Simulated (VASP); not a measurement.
# Os (Fm-3m) in VASP: single point with LDA

Aim: the single point of Os with LDA.

All numbers are computed with VASP 6.6.1; they aren't measurements. Logs are shortened: lines on timing, memory, paths and dates and some standing lists are left out, and cuts for length are marked.

## Step 1: The cell of the first run

Symmetry: Fm-3m, No. 225, cubic system. The conventional cell has a = 3.890 Å, b = 3.890 Å, c = 3.890 Å, α = 90.00°, β = 90.00°, γ = 90.00°. Os (site symmetry m-3m) has 12 Os at 2.75 Å within 3.6 Å.

## Step 2: Single point, LDA

INCAR

```
SYSTEM = Os
PREC     = Accurate       ! precision mode
ENCUT    = 600            ! plane-wave cutoff, eV
EDIFF    = 1E-6           ! SCF threshold, eV
ISMEAR   = 0              ! smearing method
SIGMA    = 0.05           ! smearing width, eV
LREAL    = .False.        ! projectors in reciprocal space
LASPH    = .True.         ! aspherical terms in the spheres
NELM     = 120            ! most SCF steps
ALGO     = Normal         ! electronic algorithm
ISIF     = 2              ! what is computed and relaxed
LWAVE    = .False.        ! write WAVECAR
LCHARG   = .True.         ! write CHGCAR
GGA      = CA             ! functional
LELF     = .True.         ! ELF
LVHAR    = .True.       
NBANDS   = 10             ! bands
GGA_COMPAT= .False.
```

KPOINTS

```
Automatic mesh
0
Gamma
  10 10 10
  0 0 0
```

POSCAR

```
Os
1.0
    0.0000000000      1.9450000000      1.9450000000
    1.9450000000      0.0000000000      1.9450000000
    1.9450000000      1.9450000000      0.0000000000
Os
1
Direct
    0.0000000000      0.0000000000      0.0000000000
```

Potentials or basis: VASP PAW LDA potentials, release 64 (Os).

On the command line:

```sh
$ cat potpaw_LDA.64/Os/POTCAR > POTCAR
$ mpirun -np 1 vasp_std > vasp.out
```

OUTCAR:

```text
SYSTEM = Os
   PREC = Accurate
   ENCUT = 600
   EDIFF = 1E-6
   ISMEAR = 0
   LREAL = .False.
   LASPH = .True.
   NELM = 120
   ISIF = 2
   GGA = CA

 ion  position               nearest neighbor table
   1  0.000  0.000  0.000-

  LATTYP: Found a face centered cubic cell.
 ALAT       =     3.8900000000

  Lattice vectors:

 A1 = (   0.0000000000,   1.9450000000,   1.9450000000)
 A2 = (   1.9450000000,   0.0000000000,   1.9450000000)
 A3 = (   1.9450000000,   1.9450000000,   0.0000000000)

Analysis of symmetry for initial positions (statically):
=====================================================================
 Subroutine PRICEL returns:
 Original cell was already a primitive cell.

 Routine SETGRP: Setting up the symmetry group for a
 face centered cubic supercell.

 Subroutine GETGRP returns: Found 48 space group operations
 (whereof 48 operations were pure point group operations)
 out of a pool of 48 trial point group operations.

The static configuration has the point symmetry O_h .

Analysis of symmetry for dynamics (positions and initial velocities):
=====================================================================
 Subroutine PRICEL returns:
 Original cell was already a primitive cell.

 Routine SETGRP: Setting up the symmetry group for a
 face centered cubic supercell.

 Subroutine GETGRP returns: Found 48 space group operations
 (whereof 48 operations were pure point group operations)
 out of a pool of 48 trial point group operations.

The dynamic configuration has the point symmetry O_h .

 Subroutine INISYM returns: Found 48 space group operations
 (whereof 48 operations are pure point group operations),
 and found     1 'primitive' translations

----------------------------------------------------------------------------------------

                                     Primitive cell

  volume of cell :      14.7160

  direct lattice vectors                    reciprocal lattice vectors
     0.000000000  1.945000000  1.945000000    -0.257069409  0.257069409  0.257069409
     1.945000000  0.000000000  1.945000000     0.257069409 -0.257069409  0.257069409
     1.945000000  1.945000000  0.000000000     0.257069409  0.257069409 -0.257069409

  length of vectors
     2.750645379  2.750645379  2.750645379     0.445257277  0.445257277  0.445257277

  position of ions in fractional coordinates (direct lattice)
     0.000000000  0.000000000  0.000000000

  ion indices of the primitive-cell ions
   primitive index   ion index
                 1           1

----------------------------------------------------------------------------------------

 KPOINTS: Automatic mesh

Automatic generation of k-mesh.
 Grid dimensions read from file:
 generate k-points for:   10   10   10

 Generating k-lattice:

  Cartesian coordinates                     Fractional coordinates (reciprocal lattice)
    -0.025706941  0.025706941  0.025706941     0.100000000  0.000000000  0.000000000
     0.025706941 -0.025706941  0.025706941     0.000000000  0.100000000  0.000000000
     0.025706941  0.025706941 -0.025706941     0.000000000  0.000000000  0.100000000

  Length of vectors
     0.044525728  0.044525728  0.044525728

  Shift w.r.t. Gamma in fractional coordinates (k-lattice)
     0.000000000  0.000000000  0.000000000

 Subroutine IBZKPT returns following result:
 ===========================================

 Found     47 irreducible k-points:

 Following reciprocal coordinates:
            Coordinates               Weight
  0.000000  0.000000  0.000000      1.000000
  0.100000  0.000000  0.000000      8.000000
  0.200000  0.000000  0.000000      8.000000
  0.300000  0.000000  0.000000      8.000000
  0.400000  0.000000  0.000000      8.000000
  0.500000  0.000000  0.000000      4.000000
[... 16 lines left out ...]
  0.300000  0.300000  0.000000      6.000000
  0.400000  0.300000  0.000000     24.000000
 [... further k-points ...]
   k-points           NKPTS =     47   k-points in BZ     NKDIM =     47   number of bands    NBANDS=     10
   number of dos      NEDOS =    301   number of ions     NIONS =      1
   total plane-waves  NPLWV =  13824
   dimension x,y,z NGX =    24 NGY =   24 NGZ =   24
   dimension x,y,z NGXF=    48 NGYF=   48 NGZF=   48
   ions per type =               1
   NGX,Y,Z   is equivalent  to a cutoff of  14.51, 14.51, 14.51 a.u.
   NGXF,Y,Z  is equivalent  to a cutoff of  29.01, 29.01, 29.01 a.u.
 SYSTEM =  Os
   PREC   = accura    normal or accurate (medium, high low for compatibility)
   ISTART =      0    job   : 0-new  1-cont  2-samecut
   ICHARG =      2    charge: 1-file 2-atom 10-const
   ISPIN  =      1    spin polarized calculation?
   LNONCOLLINEAR =      F non collinear calculations
   LSORBIT =      F    spin-orbit coupling
   LASPH  =      T    aspherical Exc in radial PAW
   ENCUT  =  600.0 eV  44.10 Ry    6.64 a.u.   5.49  5.49  5.49*2*pi/ulx,y,z
   NELM   =    120;   NELMIN=  2; NELMDL= -5     # of ELM steps
   EDIFF  = 0.1E-05   stopping-criterion for ELM
   LREAL  =      F    real-space projection
   EDIFFG = 0.1E-04   stopping-criterion for IOM
   NSW    =      0    number of steps for IOM
   IBRION =     -1    ionic relax: 0-MD 1-quasi-New 2-CG
   NFREE  =      0    steps in history (QN), initial steepest desc. (CG)
   ISIF   =      2    stress and relaxation
   ISYM   =      2    0-nonsym 1-usesym 2-fastsym
   POTIM  = 0.5000    time-step for ionic-motion
   TEBEG  =    0.0;   TEEND  =   0.0 temperature during run
   PSTRESS=    0.0 pullay stress
   NELECT =       8.0000    total number of electrons
   NUPDOWN=      -1.0000    fix difference up-down
   EMIN   =  10.00;   EMAX   =-10.00  energy-range for DOS
   EFERMI =   0.00;   METHOD = LEGACY
   ISMEAR =     0;   SIGMA  =   0.05  broadening in eV -4-tet -1-fermi 0-gaus
   EFERMI_NEDOS =   21; number of points for ismear=-14 and -15
   IALGO  =     38    algorithm
   IMIX   =      4    mixing-type and parameters
     AMIX     =   0.40;   BMIX     =  1.00
     AMIX_MAG =   1.60;   BMIX_MAG =  1.00
  volume/ion in A,a.u.               =      14.72        99.31
  Fermi-wavevector in a.u.,A,eV,Ry     =   1.336109  2.524880 24.288947  1.785187
  Thomas-Fermi vector in A             =   2.464761
   LORBIT       =      0    0 simple, 1 ext, 2 COOP (PROOUT), +10 PAW based schemes
   GGA     = CA    functional components
   LHFCALC =     F    Hartree Fock is set to
   AEXX    =    0.0000 exact exchange contribution
   IVDW    =     0    specifies the selected vdW correction
   LEPSILON=     F    determine dielectric tensor
   LRPA    =     F    only Hartree local field effects (RPA)
 non-spin polarized calculation
 Gauss-broadening in eV      SIGMA  =   0.05
  energy-cutoff  :      600.00
  volume of cell :       14.72
 maximum number of plane-waves:       531
 NGX is ok and might be reduce to    24
   NGX = 11   NGY = 11   NGZ = 11

 number of electron       8.0000000 magnetization

 Free energy of the ion-electron system (eV)
  ---------------------------------------------------
  ext. energy  EPLUGINS =         0.00000000
  ---------------------------------------------------
  free energy    TOTEN  =       -12.39952833 eV

  energy without entropy =      -12.39654640  energy(sigma->0) =      -12.39803736

 E-fermi :   8.5603     XC(G=0): -13.8937

 val. band max:        8.5533155713   @ k =   0.4000   0.2000   0.1000
 cond. band min:       8.5744635197   @ k =   0.4000   0.3000   0.1000
 fundamental gap:      0.0211479484
 Fermi energy:         8.5603264419

 k-point     1 :       0.0000    0.0000    0.0000
  band No.  band energies     occupation
      1      -1.7937      2.00000
      2       5.7083      2.00000
      3       5.7083      2.00000
      4       5.7083      2.00000
      5       8.5484      1.26409
      6       8.5484      1.26407
      7      22.8554      0.00000
      8      28.3437      0.00000
      9      28.3437      0.00000
     10      28.3437      0.00000

 k-point     2 :       0.1000    0.0000    0.0000
  band No.  band energies     occupation
      1      -1.3571      2.00000
      2       5.4677      2.00000
      3       5.8954      2.00000
      4       5.8954      2.00000
      5       8.4276      1.99983
      6       8.4276      1.99983
      7      23.6339      0.00000
      8      26.5177      0.00000
      9      29.1050      0.00000
     10      29.1050      0.00000

 k-point     3 :       0.2000    0.0000    0.0000
  band No.  band energies     occupation
      1      -0.2210      2.00000
      2       5.0806      2.00000
      3       6.1792      2.00000
      4       6.1792      2.00000
      5       8.4324      1.99970
      6       8.4324      1.99970
      7      23.7667      0.00000
      8      25.4593      0.00000
      9      31.1763      0.00000
     10      31.1763      0.00000

 k-point     4 :       0.3000    0.0000    0.0000
  band No.  band energies     occupation
      1       0.9142      2.00000
      2       5.4483      2.00000
      3       6.0337      2.00000
      4       6.0337      2.00000
      5       9.1869      0.00000
      6       9.1869      0.00000
      7      21.3045      0.00000
      8      25.0300      0.00000
      9      32.3816      0.00000
     10      32.3816      0.00000

 k-point     5 :       0.4000    0.0000    0.0000
  band No.  band energies     occupation
      1       1.2767      2.00000
      2       5.7177      2.00000
      3       5.7177      2.00000
      4       7.1495      2.00000
      5      10.2588      0.00000
      6      10.2588      0.00000
      7      18.5484      0.00000
      8      23.0667      0.00000
      9      29.5428      0.00000
     10      29.5428      0.00000

 k-point     6 :       0.5000    0.0000    0.0000
  band No.  band energies     occupation
      1       1.2877      2.00000
      2       5.5823      2.00000
      3       5.5823      2.00000
      4       8.4214      1.99992
      5      10.7690      0.00000
      6      10.7690      0.00000
      7      16.8895      0.00000
      8      22.3905      0.00000
      9      28.3840      0.00000
     10      28.3840      0.00000
[... 183 lines left out ...]
 k-point    21 :      -0.3000    0.2000    0.0000
  band No.  band energies     occupation
      1       2.6793      2.00000
      2       4.8705      2.00000
      3       5.1035      2.00000
      4       6.8583      2.00000
      5       8.7462      0.00000
      6      12.5753      0.00000
      7      19.9805      0.00000
      8      24.4788      0.00000
      9      26.1261      0.00000
     10      31.4675      0.00000

 k-point    22 :      -0.2000    0.2000    0.0000
  band No.  band energies     occupation
      1       1.8886      2.00000
      2       4.4185      2.00000
      3       5.6109      2.00000
      4       7.1616      2.00000
      5       7.4843      2.00000
      6      11.0517      0.00000
      7      22.5275      0.00000
      8      26.0694      0.00000
      9      27.3144      0.00000
     10      29.3966      0.00000

 k-point    23 :       0.3000    0.3000    0.0000
  band No.  band energies     occupation
      1       1.7327      2.00000
      2       3.1237      2.00000
      3       6.6957      2.00000
      4       8.6264      0.06162
      5       8.6264      0.06162
      6       9.9029      0.00000
      7      25.3923      0.00000
      8      25.3923      0.00000
      9      26.7754      0.00000
     10      29.3336      0.00000

 k-point    24 :       0.4000    0.3000    0.0000
  band No.  band energies     occupation
      1       2.0576      2.00000
      2       2.8915      2.00000
      3       6.8000      2.00000
      4       8.8639      0.00000
      5      10.4879      0.00000
      6      10.6362      0.00000
      7      21.8724      0.00000
      8      24.0359      0.00000
      9      25.3159      0.00000
     10      29.8778      0.00000

 [... further k-points ...]

------------------------ aborting loop because EDIFF is reached ----------------------------------------

  FORCE on cell =-STRESS in cart. coord.  units (eV):
  Direction    XX          YY          ZZ          XY          YZ          ZX
  --------------------------------------------------------------------------------------
  -------------------------------------------------------------------------------------
  Total       -2.2382896     -2.2382896     -2.2382896      0.0000000      0.0000000      0.0000000
  in kB     -243.6901901   -243.6901901   -243.6901901      0.0000000      0.0000000      0.0000000
  external PRESSURE =    -243.6901901 kB  Pullay stress =       0.0000000 kB

 VOLUME and BASIS-vectors are now :
 -----------------------------------------------------------------------------
  energy-cutoff  :      600.00
  volume of cell :       14.72
      direct lattice vectors                 reciprocal lattice vectors
     0.000000000  1.945000000  1.945000000    -0.257069409  0.257069409  0.257069409
     1.945000000  0.000000000  1.945000000     0.257069409 -0.257069409  0.257069409
     1.945000000  1.945000000  0.000000000     0.257069409  0.257069409 -0.257069409

 POSITION                                       TOTAL-FORCE (eV/Angst)
 -----------------------------------------------------------------------------------
      0.00000      0.00000      0.00000         0.000000      0.000000      0.000000
 -----------------------------------------------------------------------------------
    total drift:                               -0.000000      0.000000     -0.000000

  FREE ENERGIE OF THE ION-ELECTRON SYSTEM (eV)
  ---------------------------------------------------
  free  energy   TOTEN  =       -12.3995283287 eV

  energy  without entropy=      -12.3965463963  energy(sigma->0) =      -12.39803736
```

Wall time 3.3 s (1 thread of Intel Xeon 6975P-C (Granite Rapids), shared host); peak memory 0.13 GiB.

Results:

```
Free energy            : -12.3995 eV
Pressure               : -24.4 GPa
Band gap on the k mesh : zero (band 4 reaches 10.86 eV, above the bottom of band 5 at 7.06 eV)
```

Levels at points of the mesh, in eV from the Fermi level:
```
           k point  band 1  band 2  band 3  band 4  band 5  band 6  band 7  band 8
(0.00, 0.00, 0.00)  -10.35   -2.85   -2.85   -2.85   -0.01   -0.01   14.30   19.78
(0.50, 0.00, 0.00)   -7.27   -2.98   -2.98   -0.14    2.21    2.21    8.33   13.83
(0.50, 0.50, 0.00)   -7.10   -6.45    2.18    2.30    2.83    2.83   11.44   11.95
```

Caveat: spin-orbit coupling is left out, which moves the levels of the heavy elements.
